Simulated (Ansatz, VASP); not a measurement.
Ti: VASP beside Ansatz

The input INCAR:

```
SYSTEM = Ti
PREC = Accurate ; ENCUT = 500
EDIFF = 1E-6 ; ISMEAR = 0
SIGMA = 0.15 ; LREAL = .FALSE.
LASPH = .TRUE. ; NELM = 120
ALGO = Normal ; ISIF = 2
LWAVE = .FALSE. ; LCHARG = .FALSE.
GGA = PE ; NBANDS = 25
GGA_COMPAT = .FALSE.
```

The input KPOINTS:

```
Automatic mesh
0
G
  12 12 14
  0 0 0
```

The input POSCAR:

```
Ti
1.0
    4.5790987804      0.0000000000      0.0000000000
   -2.2895493902      3.9656158702      0.0000000000
    0.0000000000      0.0000000000      2.8317615649
Ti
3
Direct
   -0.0164442838      0.0000000000      0.0000000000
    0.3415554752      0.6666666667      0.4745741305
    0.6748888086      0.3333333333      0.5254258695
```

Input for Ansatz:

```yaml
crystal:
  lattice:
    - [4.5790987804, 0.0, 0.0]
    - [-2.2895493902, 3.9656158702, 0.0]
    - [0.0, 0.0, 2.8317615649]
  atoms:
    - { symbol: Ti, position: [-0.0164442838, 0.0, 0.0] }
    - { symbol: Ti, position: [0.3415554752, 0.6666666667, 0.4745741305] }
    - { symbol: Ti, position: [0.6748888086, 0.3333333333, 0.5254258695] }
basis:
  ecutwfc: 520.0
kpoints:
  mp_grid: { grid: [12, 12, 14] }
hamiltonian:
  xc: pbe
  pseudopotentials: { kind: paw, azcp: { folder: soft_1 } }
scf:
  occupations: { method: gaussian, width: 0.15 }
output:
  forces: true
  stress: true
  eigenvalues: true
```

Change from the starting cell: mode 4 frozen in at -0.072 Å and mode 5 at -0.075 Å (largest displacements).

Alike in both runs: task single point; functional PBE; k mesh 12 × 12 × 14; occupations gaussian, width 0.15 eV; no spin polarisation.

```csv
,VASP,Ansatz
version,VASP 6.6.1,Ansatz 0.2.0
potentials or method,"VASP PAW PBE potentials, release 64 (Ti_sv), cutoff 500 eV","scalar-relativistic, plane waves, PAW"
valence electrons in the cell,36,36
```

```csv
,VASP,Ansatz,Ansatz less VASP
gap on the k mesh at the Fermi level (eV),none,none,-
pressure (GPa),0.1,0.4,+0.27
"traceless stress, the component that is largest in VASP (GPa)",0.27,0.27,+0.005
rms of the force components (eV/Å),0.174,0.176,+0.0018
```

Atom by atom the forces differ by 0.002 eV/Å (rms over components). A gap of «none» marks a metal or a gap that the smearing closes. The functional is the same, so the differences come from potentials, cutoffs and numerics.
